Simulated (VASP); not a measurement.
Write the native input for VASP 6.6.1 that does the following.

* Task: single point
* Functional: PBEsol
* Potentials or basis: VASP PAW PBE potentials, release 64 (Re)
* Cutoff: 520 eV
* k mesh: 20 × 20 × 20
* Occupations: gaussian, width 0.15 eV
* Spin: no spin polarisation
* Dipole correction: no
* Further INCAR settings: ALGO = Normal; EDIFF = 1e-07; NBANDS = 10

The structure of Re lies in POSCAR:

```
Re
1.0
    0.0000000000      1.9453750000      1.9157500000
    1.9453750000      0.0000000000      1.9157500000
    1.9453750000      1.9453750000      0.0000000000
Re
1
Direct
    0.0000000000      0.0000000000      0.0000000000
```

This cell differs from its parent crystal: strain -0.015 along x and y, -0.030 along z.

One way to write it, as run:

INCAR

```
  PREC = Accurate
  ENCUT = 520
  EDIFF = 1E-7
  ISMEAR = 0
  SIGMA = 0.15
  LREAL = False
  LASPH = True
  NELM = 100
  ALGO = Normal
  ISIF = 2
  LWAVE = False
  LCHARG = True
  GGA = PS
  LELF = True
  LVHAR = True
  NBANDS = 10
```

KPOINTS

```
regular mesh
0
Gamma
  20 20 20
```

Potentials or basis: VASP PAW PBE potentials, release 64 (Re).

Launch:

```sh
$ cat potpaw_PBE.64/Re/POTCAR > POTCAR
$ mpirun -np 1 vasp_std > vasp.out
```

Results of the run:

| Item | Value |
| --- | --- |
| Pressure | 2.9 GPa |
| Band gap on the k mesh | zero (an odd number of electrons rules out a gap without spin polarisation) |

Caveat: the cell differs from its parent crystal (strain -0.015 along x and y, -0.030 along z); the PAW data sets were made with another functional, which shifts forces and pressure a little; spin-orbit coupling is left out, which moves the levels of the heavy elements.

Run time: 33 s on 1 thread of Intel(R) Xeon(R) 6975P-C (Granite Rapids), with other jobs on the host, peak memory 0.2 GiB.
